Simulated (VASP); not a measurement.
# CsO (Immm) in VASP: a series of runs

Runs on CsO. Level: LDA. Tasks: single point.

Everything below comes from runs of VASP 6.6.1. Logs are shortened: lines on timing, memory, paths and dates and some standing lists are left out, and cuts for length are marked.

## Step 1: The cell of the first run

It takes space group Immm (No. 71, orthorhombic). Conventional cell: a = 4.334 Å, b = 6.437 Å, c = 7.558 Å, α = 90.00°, β = 90.00°, γ = 90.00°. Within 3.9 Å of Cs (site symmetry mm2) lie 6 O at 2.96 to 3.12 Å and 6 Cs at 3.73 to 3.88 Å. O (site symmetry m2m) has 1 O at 1.51 Å within 2.0 Å.

## Step 2: Single point, LDA

Contents of INCAR:

```
ALGO     = Normal         # electronic algorithm
EDIFF    = 1E-7           # SCF threshold, eV
ENCUT    = 520            # plane-wave cutoff, eV
ISIF     = 2              # what is computed and relaxed
ISMEAR   = -1             # smearing method
LASPH    = True           # aspherical terms in the spheres
LCHARG   = False          # write CHGCAR
LREAL    = False          # projectors in reciprocal space
LWAVE    = False          # write WAVECAR
NBANDS   = 23             # bands
NELM     = 60             # most SCF steps
PREC     = Accurate       # precision mode
SIGMA    = 0.03           # smearing width, eV
```

Contents of KPOINTS:

```
k-points
0
Gamma
  6 6 6
```

Contents of POSCAR:

```
CsO
1.0
   -2.1668547950      3.2186837237      3.7788316351
    2.1668547950     -3.2186837237      3.7788316351
    2.1668547950      3.2186837237     -3.7788316351
Cs O
2 2
Direct
    0.2535603300      0.2535603300      0.0000000000
    0.7464396700      0.7464396700      0.0000000000
    0.6171968000      0.0000000000      0.6171968000
    0.3828032000      0.0000000000      0.3828032000
```

Potentials or basis: VASP PAW LDA potentials, release 64 (Cs_sv, O).

Started as:

```sh
$ cat potpaw_LDA.64/Cs_sv/POTCAR potpaw_LDA.64/O/POTCAR > POTCAR
$ mpirun -np 1 vasp_std > vasp.out
```

OUTCAR:

```text
EDIFF = 1E-7
   ENCUT = 520
   ISIF = 2
   ISMEAR = -1
   LASPH = True
   LREAL = False
   NELM = 60
   PREC = Accurate

 ion  position               nearest neighbor table
   1  0.254  0.254  0.000-
   2  0.746  0.746  0.000-
   3  0.617  0.000  0.617-   4 1.51
   4  0.383  0.000  0.383-   3 1.51

  LATTYP: Found a body centered orthorhombic cell.
 ALAT       =     4.3337095900
 B/A-ratio  =     1.4854173575
 C/A-ratio  =     1.7439247170

  Lattice vectors:

 A1 = (  -2.1668547950,   3.2186837237,   3.7788316351)
 A2 = (   2.1668547950,  -3.2186837237,   3.7788316351)
 A3 = (   2.1668547950,   3.2186837237,  -3.7788316351)

Analysis of symmetry for initial positions (statically):
=====================================================================
 Subroutine PRICEL returns:
 Original cell was already a primitive cell.

 Routine SETGRP: Setting up the symmetry group for a
 body centered orthorhombic supercell.

 Subroutine GETGRP returns: Found  8 space group operations
 (whereof  8 operations were pure point group operations)
 out of a pool of  8 trial point group operations.

The static configuration has the point symmetry D_2h.

Analysis of symmetry for dynamics (positions and initial velocities):
=====================================================================
 Subroutine PRICEL returns:
 Original cell was already a primitive cell.

 Routine SETGRP: Setting up the symmetry group for a
 body centered orthorhombic supercell.

 Subroutine GETGRP returns: Found  8 space group operations
 (whereof  8 operations were pure point group operations)
 out of a pool of  8 trial point group operations.

The dynamic configuration has the point symmetry D_2h.

 Subroutine INISYM returns: Found  8 space group operations
 (whereof  8 operations are pure point group operations),
 and found     1 'primitive' translations

----------------------------------------------------------------------------------------

                                     Primitive cell

  volume of cell :     105.4206

  direct lattice vectors                    reciprocal lattice vectors
    -2.166854795  3.218683724  3.778831635     0.000000000  0.155343004  0.132316030
     2.166854795 -3.218683724  3.778831635     0.230749195  0.000000000  0.132316030
     2.166854795  3.218683724 -3.778831635     0.230749195  0.155343004  0.000000000

  length of vectors
     5.416156676  5.416156676  5.416156676     0.204056318  0.265993840  0.278166569

  position of ions in fractional coordinates (direct lattice)
     0.253560330  0.253560330  0.000000000
     0.746439670  0.746439670  0.000000000
     0.617196800  0.000000000  0.617196800
     0.382803200  0.000000000  0.382803200

  ion indices of the primitive-cell ions
   primitive index   ion index
                 1           1
                 2           2
                 3           3
                 4           4

----------------------------------------------------------------------------------------

 KPOINTS: k-points

Automatic generation of k-mesh.
 Grid dimensions read from file:
 generate k-points for:    6    6    6

 Generating k-lattice:

  Cartesian coordinates                     Fractional coordinates (reciprocal lattice)
     0.000000000  0.025890501  0.022052672     0.166666667  0.000000000  0.000000000
     0.038458199  0.000000000  0.022052672     0.000000000  0.166666667  0.000000000
     0.038458199  0.025890501  0.000000000     0.000000000  0.000000000  0.166666667

  Length of vectors
     0.034009386  0.044332307  0.046361095

  Shift w.r.t. Gamma in fractional coordinates (k-lattice)
     0.000000000  0.000000000  0.000000000

 Subroutine IBZKPT returns following result:
 ===========================================

 Found     46 irreducible k-points:

 Following reciprocal coordinates:
            Coordinates               Weight
  0.000000  0.000000  0.000000      1.000000
  0.166667  0.000000 -0.000000      4.000000
  0.333333 -0.000000  0.000000      4.000000
  0.500000  0.000000  0.000000      2.000000
 -0.000000  0.166667  0.000000      4.000000
  0.166667  0.166667  0.000000      8.000000
[... 16 lines left out ...]
 -0.166667  0.166667  0.166667      2.000000
  0.166667  0.333333  0.166667      4.000000
 [... further k-points ...]
   k-points           NKPTS =     46   k-points in BZ     NKDIM =     46   number of bands    NBANDS=     23
   number of dos      NEDOS =    301   number of ions     NIONS =      4
   total plane-waves  NPLWV =  64000
   dimension x,y,z NGX =    40 NGY =   40 NGZ =   40
   dimension x,y,z NGXF=    80 NGYF=   80 NGZF=   80
   ions per type =               2   2
   NGX,Y,Z   is equivalent  to a cutoff of  12.28, 12.28, 12.28 a.u.
   NGXF,Y,Z  is equivalent  to a cutoff of  24.56, 24.56, 24.56 a.u.
 SYSTEM =  unknown system
   PREC   = accura    normal or accurate (medium, high low for compatibility)
   ISTART =      0    job   : 0-new  1-cont  2-samecut
[... 38 lines left out ...]
 non-spin polarized calculation
  energy-cutoff  :      520.00
  volume of cell :      105.42
 maximum number of plane-waves:      2856
   NGX = 21   NGY = 21   NGZ = 21

 number of electron      30.0000007 magnetization

 Free energy of the ion-electron system (eV)
  ---------------------------------------------------
  ext. energy  EPLUGINS =         0.00000000
  ---------------------------------------------------
  free energy    TOTEN  =       -17.88635095 eV

  energy without entropy =      -17.88635095  energy(sigma->0) =      -17.88635095

 E-fermi :   2.8238     XC(G=0):  -8.8643

 val. band max:        2.1863994035   @ k =   0.0000   0.0000   0.0000
 cond. band min:       3.7891613135   @ k =   0.1667  -0.1667   0.1667
 fundamental gap:      1.6027619100
 Fermi energy:         2.8237982996

 k-point     1 :       0.0000    0.0000    0.0000
  band No.  band energies     occupation
      1     -19.9245      2.00000
      2     -19.2921      2.00000
      3     -17.7181      2.00000
      4     -11.8998      2.00000
      5      -7.1753      2.00000
      6      -6.9570      2.00000
[... 15 lines left out ...]
     22       8.2764      0.00000
     23       8.7603      0.00000

 k-point     2 :       0.1667    0.0000   -0.0000
  band No.  band energies     occupation
      1     -19.8817      2.00000
      2     -19.3270      2.00000
      3     -17.7383      2.00000
      4     -11.9096      2.00000
      5      -7.0795      2.00000
      6      -6.8642      2.00000
[... 15 lines left out ...]
     22       8.2746      0.00000
     23       8.6595      0.00000

 k-point     3 :       0.3333   -0.0000    0.0000
  band No.  band energies     occupation
      1     -19.7692      2.00000
      2     -19.4238      2.00000
      3     -17.7787      2.00000
      4     -11.9256      2.00000
      5      -6.8665      2.00000
      6      -6.6155      2.00000
[... 15 lines left out ...]
     22       8.2698      0.00000
     23       8.4825      0.00000

 k-point     4 :       0.5000    0.0000    0.0000
  band No.  band energies     occupation
      1     -19.6686      2.00000
      2     -19.5165      2.00000
      3     -17.7990      2.00000
      4     -11.9320      2.00000
      5      -6.5999      2.00000
      6      -6.5527      2.00000
[... 15 lines left out ...]
     22       8.3683      0.00000
     23       8.4303      0.00000

 k-point     5 :      -0.0000    0.1667    0.0000
  band No.  band energies     occupation
      1     -19.8487      2.00000
      2     -19.3130      2.00000
      3     -17.7736      2.00000
      4     -11.9067      2.00000
      5      -7.0582      2.00000
      6      -6.9989      2.00000
[... 434 lines left out ...]
 k-point    22 :       0.3333    0.1667    0.1667
  band No.  band energies     occupation
      1     -19.5341      2.00000
      2     -19.4789      2.00000
      3     -17.9456      2.00000
      4     -11.8999      2.00000
      5      -7.2596      2.00000
      6      -6.9990      2.00000
[... 15 lines left out ...]
     22       8.7632      0.00000
     23       9.1389      0.00000

 k-point    23 :      -0.1667    0.1667    0.1667
  band No.  band energies     occupation
      1     -19.7233      2.00000
      2     -19.3248      2.00000
      3     -17.8795      2.00000
      4     -11.9008      2.00000
      5      -7.2626      2.00000
      6      -6.8058      2.00000
[... 15 lines left out ...]
     22       8.0590      0.00000
     23       9.1699      0.00000

 k-point    24 :       0.1667    0.3333    0.1667
  band No.  band energies     occupation
      1     -19.4832      2.00000
      2     -19.4689      2.00000
      3     -17.9960      2.00000
      4     -11.8980      2.00000
      5      -7.3677      2.00000
      6      -6.9317      2.00000
[... 15 lines left out ...]
     22       8.7451      0.00000
     23       9.4032      0.00000

 [... further k-points ...]

------------------------ aborting loop because EDIFF is reached ----------------------------------------

  FORCE on cell =-STRESS in cart. coord.  units (eV):
  Direction    XX          YY          ZZ          XY          YZ          ZX
  --------------------------------------------------------------------------------------
  -------------------------------------------------------------------------------------
  Total       -1.7226664     -2.3684389     -2.0289523      0.0000000      0.0000000      0.0000000
  in kB      -26.1809926    -35.9954102    -30.8359106      0.0000000      0.0000000      0.0000000
  external PRESSURE =     -31.0041044 kB  Pullay stress =       0.0000000 kB

 VOLUME and BASIS-vectors are now :
 -----------------------------------------------------------------------------
  energy-cutoff  :      520.00
  volume of cell :      105.42
      direct lattice vectors                 reciprocal lattice vectors
    -2.166854795  3.218683724  3.778831635     0.000000000  0.155343004  0.132316030
     2.166854795 -3.218683724  3.778831635     0.230749195  0.000000000  0.132316030
     2.166854795  3.218683724 -3.778831635     0.230749195  0.155343004  0.000000000

 POSITION                                       TOTAL-FORCE (eV/Angst)
 -----------------------------------------------------------------------------------
      0.00000      0.00000      1.91632         0.000000     -0.000000      0.152555
      0.00000      0.00000      5.64134        -0.000000     -0.000000     -0.152555
      0.00000      3.97312      0.00000         0.000000     -0.532928      0.000000
      0.00000      2.46424      0.00000        -0.000000      0.532928      0.000000
 -----------------------------------------------------------------------------------
    total drift:                               -0.000000      0.000000      0.000000

  FREE ENERGIE OF THE ION-ELECTRON SYSTEM (eV)
  ---------------------------------------------------
  free  energy   TOTEN  =       -17.8863509525 eV

  energy  without entropy=      -17.8863509525  energy(sigma->0) =      -17.88635095
```

It took 3.4 min on 1 thread of Intel Xeon Platinum 8259CL at 2.50GHz (Skylake/Cascade Lake), shared host; peak memory 0.25 GiB.

Results:

| Property | Result |
| --- | --- |
| Free energy | -17.8864 eV |
| Pressure | -3.1 GPa |
| Largest force | 0.533 eV/Å |
| Band gap on the k mesh | 1.60 eV (least direct gap 1.64 eV) |

Forces in eV/Å, atoms in the order of the input:
```
Cs   0.000  0.000  0.153
Cs   0.000  0.000 -0.153
O    0.000 -0.533  0.000
O    0.000  0.533  0.000
```

Stress tensor (GPa, compression positive):
```
-2.62  0.00  0.00
 0.00 -3.60  0.00
 0.00  0.00 -3.08
```

Levels at points of the mesh, in eV from the valence-band top:
| k point | band 11 | band 12 | band 13 | band 14 | band 15 | band 16 | band 17 | band 18 | band 19 | band 20 |
| --- | --- | --- | --- | --- | --- | --- | --- | --- | --- | --- |
| (0.00, 0.00, 0.00) | -5.34 | -3.86 | -3.81 | -0.72 | 0.00 | 1.64 | 2.02 | 2.79 | 4.06 | 5.07 |
| (0.50, 0.00, 0.00) | -5.21 | -3.81 | -3.65 | -0.52 | -0.44 | 2.33 | 3.64 | 3.70 | 4.83 | 5.40 |
| (0.00, 0.50, 0.00) | -5.16 | -3.46 | -3.34 | -0.78 | -0.39 | 2.66 | 3.27 | 4.86 | 5.14 | 5.32 |
| (0.50, 0.50, 0.00) | -5.22 | -3.53 | -3.39 | -0.81 | -0.72 | 2.57 | 2.85 | 3.23 | 4.30 | 5.19 |
| (0.50, 0.50, 0.50) | -5.17 | -4.01 | -3.52 | -0.62 | -0.42 | 1.88 | 3.45 | 3.54 | 3.79 | 4.65 |

Caveat: the cell stands under tension; spin-orbit coupling is left out, which moves the levels of the heavy elements.

## Step 3: Single point, LDA

Contents of INCAR:

```
SYSTEM = CsO
  ALGO = Normal
  EDIFF = 1E-6
  ENCUT = 520
  GGA = CA
  ISIF = 2
  ISMEAR = -1
  LASPH = .TRUE.
  LCHARG = .FALSE.
  LREAL = .FALSE.
  LWAVE = .FALSE.
  NBANDS = 23
  NELM = 100
  PREC = Accurate
  SIGMA = 0.03
```

Contents of KPOINTS:

```
k-points
0
G
  6 6 6
  0 0 0
```

POSCAR is that of step 2.

Potentials or basis: VASP PAW LDA potentials, release 64 (Cs_sv, O).

Started as:

```sh
$ cat potpaw_LDA.64/Cs_sv/POTCAR potpaw_LDA.64/O/POTCAR > POTCAR
$ mpirun -np 1 vasp_std > vasp.out
```

It took 2.8 min on 1 thread of Intel Xeon Platinum 8259CL at 2.50GHz (Skylake/Cascade Lake), shared host; peak memory 0.25 GiB.

Results (log left out):

| Item | Value |
| --- | --- |
| Free energy | -17.8864 eV |
| Pressure | -3.1 GPa |
| Largest force | 0.533 eV/Å |
| Band gap on the k mesh | 1.60 eV (least direct gap 1.64 eV) |

Forces on the atoms (eV/Å):
```
Cs   0.000  0.000  0.153
Cs   0.000  0.000 -0.153
O    0.000 -0.533  0.000
O    0.000  0.533  0.000
```

Stress tensor (GPa, compression positive):
```
-2.62  0.00  0.00
 0.00 -3.60  0.00
 0.00  0.00 -3.08
```

Levels at points of the mesh, in eV from the valence-band top:
| k point | band 11 | band 12 | band 13 | band 14 | band 15 | band 16 | band 17 | band 18 | band 19 | band 20 |
| --- | --- | --- | --- | --- | --- | --- | --- | --- | --- | --- |
| (0.00, 0.00, 0.00) | -5.34 | -3.86 | -3.81 | -0.72 | 0.00 | 1.64 | 2.02 | 2.79 | 4.06 | 5.07 |
| (0.50, 0.00, 0.00) | -5.21 | -3.81 | -3.65 | -0.52 | -0.44 | 2.33 | 3.64 | 3.70 | 4.83 | 5.40 |
| (0.00, 0.50, 0.00) | -5.16 | -3.46 | -3.34 | -0.78 | -0.39 | 2.66 | 3.27 | 4.86 | 5.14 | 5.32 |
| (0.50, 0.50, 0.00) | -5.22 | -3.53 | -3.39 | -0.81 | -0.72 | 2.57 | 2.85 | 3.23 | 4.30 | 5.19 |
| (0.50, 0.50, 0.50) | -5.17 | -4.01 | -3.53 | -0.62 | -0.42 | 1.88 | 3.45 | 3.54 | 3.79 | 4.65 |

Caveat: the cell stands under tension; spin-orbit coupling is left out, which moves the levels of the heavy elements. A k mesh can miss the band edges.

## Step 4: Single point, LDA (shortest bond scaled by 0.95)

Contents of INCAR:

```
SYSTEM = CsO
ALGO = Normal
EDIFF = 1E-7
ENCUT = 520
ISIF = 2
ISMEAR = -1
LASPH = .TRUE.
LCHARG = .FALSE.
LREAL = .FALSE.
LWAVE = .FALSE.
NBANDS = 23
NELM = 60
PREC = Accurate
SIGMA = 0.03
```

KPOINTS is that of step 3.

Changes to POSCAR since step 3:

```diff
@@ -10,3 +10,3 @@
     0.7464396700      0.7464396700      0.0000000000
-    0.6171968000      0.0000000000      0.6171968000
-    0.3828032000      0.0000000000      0.3828032000
+    0.6113369600      0.0000000000      0.6113369600
+    0.3886630400      0.0000000000      0.3886630400
```

Started as:

```sh
$ cat potpaw_LDA.64/Cs_sv/POTCAR potpaw_LDA.64/O/POTCAR > POTCAR
$ mpirun -np 1 vasp_std > vasp.out
```

It took 3 min on 1 thread of Intel Xeon Platinum 8259CL at 2.50GHz (Skylake/Cascade Lake), shared host; peak memory 0.25 GiB.

Results (log left out):

* Free energy: -17.8670 eV
* Pressure: -2.0 GPa
* Largest force: 1.158 eV/Å
* Band gap on the k mesh: 1.35 eV

Forces in eV/Å, atoms in the order of the input:
```
Cs   0.000  0.000  0.144
Cs   0.000  0.000 -0.144
O    0.000  1.158  0.000
O    0.000 -1.158  0.000
```

Stress tensor (GPa, compression positive):
```
-2.65  0.00  0.00
 0.00 -0.03  0.00
 0.00  0.00 -3.17
```

Levels at points of the mesh, in eV from the valence-band top:
| k point | band 12 | band 13 | band 14 | band 15 | band 16 | band 17 | band 18 | band 19 |
| --- | --- | --- | --- | --- | --- | --- | --- | --- |
| (0.00, 0.00, 0.00) | -4.44 | -4.41 | -0.73 | 0.00 | 1.35 | 2.02 | 2.49 | 3.73 |
| (0.50, 0.00, 0.00) | -4.42 | -4.25 | -0.52 | -0.44 | 2.13 | 3.32 | 4.06 | 4.52 |
| (0.00, 0.50, 0.00) | -4.05 | -3.93 | -0.79 | -0.40 | 2.35 | 3.80 | 4.58 | 4.85 |
| (0.50, 0.50, 0.00) | -4.12 | -3.99 | -0.83 | -0.75 | 2.35 | 2.57 | 3.30 | 4.04 |
| (0.50, 0.50, 0.50) | -4.59 | -4.14 | -0.60 | -0.41 | 1.58 | 3.17 | 3.46 | 4.11 |

Caveat: the cell differs from its parent crystal (shortest bond scaled by 0.95); spin-orbit coupling is left out, which moves the levels of the heavy elements; forces of over 1 eV/Å act on the atoms, so gaps and moduli don't describe the material at rest.

## Step 5: Single point, LDA (shortest bond scaled by 0.95)

Contents of INCAR:

```
SYSTEM = CsO
PREC = Accurate ; ENCUT = 520
EDIFF = 1E-7 ; ISMEAR = -1
SIGMA = 0.03 ; LREAL = .False.
LASPH = .True. ; NELM = 100
ALGO = Normal ; ISIF = 2
LWAVE = .False. ; LCHARG = .True.
GGA = CA ; LELF = .True.
LVHAR = .True. ; NBANDS = 23
```

Contents of KPOINTS:

```
regular mesh
0
Gamma
  6 6 6
  0 0 0
```

POSCAR is that of step 4.

Started as:

```sh
$ cat potpaw_LDA.64/Cs_sv/POTCAR potpaw_LDA.64/O/POTCAR > POTCAR
$ mpirun -np 1 vasp_std > vasp.out
```

Run time: 3.4 min. Hardware: 1 thread of Intel Xeon Platinum 8259CL at 2.50GHz (Skylake/Cascade Lake), shared host; peak memory 0.25 GiB.

Results (log left out):

- Free energy: -17.8670 eV
- Pressure: -2.0 GPa
- Largest force: 1.158 eV/Å
- Band gap on the k mesh: 1.35 eV

Forces on the atoms (eV/Å):
```
Cs   0.000  0.000  0.144
Cs   0.000  0.000 -0.144
O    0.000  1.158  0.000
O    0.000 -1.158  0.000
```

Stress tensor (GPa, compression positive):
```
-2.65  0.00  0.00
 0.00 -0.03  0.00
 0.00  0.00 -3.17
```

Levels at points of the mesh, in eV from the valence-band top:
```tsv
k point	band 13	band 14	band 15	band 16	band 17	band 18
(0.00, 0.00, 0.00)	-4.41	-0.73	0.00	1.35	2.02	2.49
(0.50, 0.00, 0.00)	-4.25	-0.52	-0.44	2.13	3.32	4.06
(0.00, 0.50, 0.00)	-3.93	-0.79	-0.40	2.35	3.80	4.58
(0.50, 0.50, 0.00)	-3.99	-0.83	-0.75	2.35	2.57	3.30
(0.50, 0.50, 0.50)	-4.14	-0.60	-0.41	1.58	3.17	3.46
```

Caveat: the cell differs from its parent crystal (shortest bond scaled by 0.95); spin-orbit coupling is left out, which moves the levels of the heavy elements; forces of over 1 eV/Å act on the atoms, so gaps and moduli don't describe the material at rest. A k mesh can miss the band edges.
